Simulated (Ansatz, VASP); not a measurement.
**MnBr2: VASP beside Ansatz**

```
CELL_PARAMETERS angstrom
3.82000 0.00000 0.00000
-1.91000 3.30822 0.00000
0.00000 0.00000 12.38000
ATOMIC_POSITIONS crystal
Mn 0.00000 0.00000 0.00000
Mn 0.00000 0.00000 0.50000
Br 0.33333 0.66667 0.12500
Br 0.66667 0.33333 0.37500
Br 0.33333 0.66667 0.62500
Br 0.66667 0.33333 0.87500
```

Alike in both runs: task single point; functional LDA; k mesh 6 × 6 × 2; occupations gaussian, width 0.05 eV; collinear spin; Hubbard terms Mn d U = 8.0 eV.

|  | VASP | Ansatz |
| --- | --- | --- |
| version | VASP 6.6.1 | Ansatz 0.2.0 |
| potentials or method | VASP PAW LDA potentials, release 64 (Mn_pv, Br), cutoff 520 eV | scalar-relativistic, plane waves, PAW |
| valence electrons in the cell | 54 | 58 |

```csv
,VASP,Ansatz,Ansatz less VASP
gap on the k mesh at the Fermi level (eV),3.69,2.65,-1.046
least direct gap on the mesh (eV),3.70,2.68,-1.023
pressure (GPa),-0.9,-1.7,-0.83
rms of the force components (eV/Å),0.090,0.163,+0.0734
net moment per atom (μB),0.00,0.00,0.000
size of the moment on the site where the two differ most (μB),4.69,2.83,-1.860
```

LDA's correlation is that of Perdew and Zunger in VASP and of Perdew and Wang (1992) in Ansatz. Site moments also hang on the region over which each program counts them. The programs project onto different local orbitals, so the same U acts differently, and such runs can settle in different states. VASP's potentials hold 54 valence electrons a cell and Ansatz's 58, so a difference there can come from the potentials and not from the codes. Ansatz's warnings: symmetry narrowed by occupation matrices.
